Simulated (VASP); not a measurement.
Zn3Pd, 4 atoms in the cell. The structure is tetragonal, space group I4/mmm (No. 139). Conventional cell: a = 3.650 Å, b = 3.650 Å, c = 7.915 Å, α = 90.00°, β = 90.00°, γ = 90.00°. Zn (site symmetry -4m2) has 8 Zn at 2.58 to 2.69 Å and 4 Pd at 2.69 Å within 3.4 Å. Zn (site symmetry 4/mmm) has 4 Pd at 2.58 Å and 8 Zn at 2.69 Å within 3.4 Å. Pd (site symmetry 4/mmm) has 12 Zn at 2.58 to 2.69 Å within 3.4 Å. 

* Program: VASP 6.6.1
* Task: single point
* Functional: LDA
* Potentials or basis: VASP PAW LDA potentials, release 64 (Zn, Pd_sv_GW)
* Cutoff: 540 eV
* k mesh: 16 × 16 × 16
* Occupations: gaussian, width 0.1 eV
* Spin: no spin polarisation
* Dipole correction: no
* Further INCAR settings: ALGO = Normal; EDIFF = 1e-06; NBANDS = 35

Potentials or basis: VASP PAW LDA potentials, release 64 (Zn, Pd_sv_GW).

Run with:

```bash
$ cat potpaw_LDA.64/Zn/POTCAR potpaw_LDA.64/Pd_sv_GW/POTCAR > POTCAR
$ mpirun -np 1 vasp_std > vasp.out
```

Hardware: 1 thread of Intel(R) Xeon(R) Platinum 8488C (Sapphire Rapids), with other jobs on the host.

Question: How long does it take, and how much memory?

Answer: Wall time 15 min on 1 thread of Intel(R) Xeon(R) Platinum 8488C (Sapphire Rapids), with other jobs on the host, peak memory 0.71 GiB. Counts: scf iterations 14, k points 349.
